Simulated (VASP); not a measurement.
Here is a VASP 6.6.1 calculation.

The input INCAR:

```
ALGO = Normal ; EDIFF = 1E-6
ENCUT = 520 ; GGA = PE
ISIF = 2 ; ISMEAR = 0
LASPH = T ; LCHARG = F
LREAL = F ; LWAVE = F
NBANDS = 22 ; NELM = 100
PREC = Accurate ; SIGMA = 0.15
```

File KPOINTS:

```
k-points
0
Gamma
  8 8 8
```

POSCAR

```
InSb3
1.0
    4.7657240740     -0.1684851945     -0.1684851945
   -0.1684851945      4.7657240740     -0.1684851945
   -0.1684851945     -0.1684851945      4.7657240740
In Sb
1 3
Direct
    0.0000000000      0.0000000000      0.0000000000
    0.5000000000      0.0000000000      0.5000000000
    0.0000000000      0.5000000000      0.5000000000
    0.5000000000      0.5000000000      0.0000000000
```

Potentials or basis: VASP PAW PBE potentials, release 64 (In_d, Sb).

Command:

```console
$ cat potpaw_PBE.64/In_d/POTCAR potpaw_PBE.64/Sb/POTCAR > POTCAR
$ mpirun -np 1 vasp_std > vasp.out
```

**Question.** Predict the band gap on the k mesh.

**Answer.** Zero (bands 14 and 15 overlap by 4.08 eV).

**Question.** Predict the pressure.

**Answer.** 2.2 GPa.

Stress tensor (GPa, compression positive):
```
2.20 0.85 0.85
0.85 2.20 0.85
0.85 0.85 2.20
```

Caveat: spin-orbit coupling is left out, which moves the levels of the heavy elements.
